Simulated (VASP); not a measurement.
Crystal: Al2O3.

```
CELL_PARAMETERS angstrom
2.88432 0.00000 0.00000
-1.44216 2.49790 0.00000
0.00000 0.00000 9.33675
ATOMIC_POSITIONS crystal
Al 0.00000 0.00000 0.85001
Al 0.00000 0.00000 0.14999
O 0.33333 0.66667 0.77768
O 0.66667 0.33333 0.00000
O 0.33333 0.66667 0.22232
```

```yaml
Program: VASP 6.6.1
Task: relaxation of cell and atoms
Functional: PBEsol
Potentials_or_basis: VASP PAW PBE potentials, release 64 (Al, O_h)
Cutoff: 910 eV
k_mesh: 11 × 11 × 3
Occupations: fermi-dirac, width 0.05 eV
Spin: no spin polarisation
```

At the start: pressure -3.1 GPa; volume 13.45 Å³/atom.

Problem. How do energy, volume and symmetry change on relaxing?

Solution. Over 33 steps the energy falls by 4.1 meV/atom and the volume is 11.24 Å³/atom (-16.4 %); space group P-6m2 (No. 187, to 0.1 Å) before and after.

Step by step:
```csv
step,energy change (eV),largest force (eV/Å),pressure (GPa),volume (Å³)
1,0.0000,0.1200,-3.13,67.27
2,-0.0006,0.3555,3.24,64.74
3,-0.0139,0.1731,-0.01,65.98
4,-0.0142,0.1771,-0.05,65.78
5,-0.0150,0.0211,-0.03,65.87
6,-0.0151,0.0168,-0.03,65.85
7,-0.0152,0.0114,0.00,65.78
8,-0.0151,0.0191,0.06,65.63
9,-0.0152,0.0101,0.03,65.72
10,-0.0152,0.0103,0.02,65.71
11,-0.0153,0.0123,0.00,65.69
12,-0.0154,0.0158,-0.04,65.64
13,-0.0156,0.0231,-0.11,65.54
14,-0.0160,0.0415,-0.27,65.35
15,-0.0164,0.0797,-0.57,64.97
16,-0.0165,0.0771,-0.57,64.94
17,-0.0166,0.0715,-0.53,64.87
18,-0.0169,0.0603,-0.48,64.72
19,-0.0174,0.0375,-0.35,64.43
20,-0.0180,0.0346,-0.09,63.84
21,-0.0181,0.1338,0.44,62.66
22,-0.0183,0.0884,0.21,63.18
23,-0.0185,0.0743,0.20,62.91
24,-0.0191,0.0522,0.18,62.10
25,-0.0191,0.0660,0.20,60.47
26,-0.0196,0.0585,0.09,59.96
27,-0.0203,0.0450,-0.15,58.43
28,-0.0200,0.0490,-0.33,55.38
29,-0.0204,0.0603,-0.09,57.22
30,-0.0204,0.0584,-0.18,56.30
31,-0.0206,0.0521,0.23,56.14
32,-0.0206,0.0236,0.08,56.20
33,-0.0207,0.0031,-0.01,56.21
```

Final structure:
```yaml
crystal:
  lattice:
    - [2.86341, 0.00000, 0.00000]
    - [-1.43171, 2.47979, 0.00000]
    - [0.00000, 0.00000, 7.91673]
  atoms:
    - { symbol: Al, position: [0.00000, 0.00000, 0.82485] }
    - { symbol: Al, position: [0.00000, 0.00000, 0.17515] }
    - { symbol: O, position: [0.33333, 0.66667, 0.73917] }
    - { symbol: O, position: [0.66667, 0.33333, 0.00000] }
    - { symbol: O, position: [0.33333, 0.66667, 0.26083] }
```

Caveat: the cutoff is under 1.25 times the usual one of these potentials, so pressure, stress and relaxed cells hold a basis-set (Pulay) error; the volume moved by over 15 % at a fixed basis, so the end points are rough; the PAW data sets were made with another functional, which shifts forces and pressure a little.
